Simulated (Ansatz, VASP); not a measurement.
**CaSe in VASP and in Ansatz**

```
Se Ca
1.0
     0.00000    2.97558    2.97558
     2.97558    0.00000    2.97558
     2.97558    2.97558    0.00000
Se Ca
1 1
Direct
  0.50000 0.50000 0.50000
  0.00000 0.00000 0.00000
```

Alike in both runs: task single point; functional r2SCAN; k mesh 8 × 8 × 8; occupations fermi-dirac, width 0.05 eV; no spin polarisation.

```csv
,VASP,Ansatz
version,VASP 6.6.1,Ansatz 0.2.0
potentials or method,"VASP PAW PBE potentials, release 64 (Se, Ca_sv)",Ansatz PAW
plane-wave cutoff (eV),520,500
valence electrons in the cell,16,26
```

```csv
,VASP,Ansatz,Ansatz less VASP
gap on the k mesh at the Fermi level (eV),2.54,2.54,0.000
least direct gap on the mesh (eV),3.47,3.47,+0.003
pressure (GPa),-0.2,-0.4,-0.23
```

VASP's potentials were made for PBE, not for r2SCAN. With one functional, cell and mesh, what is left measures potentials, basis and numerics. VASP's potentials hold 16 valence electrons a cell and Ansatz's 26, so a difference there can come from the potentials and not from the codes.
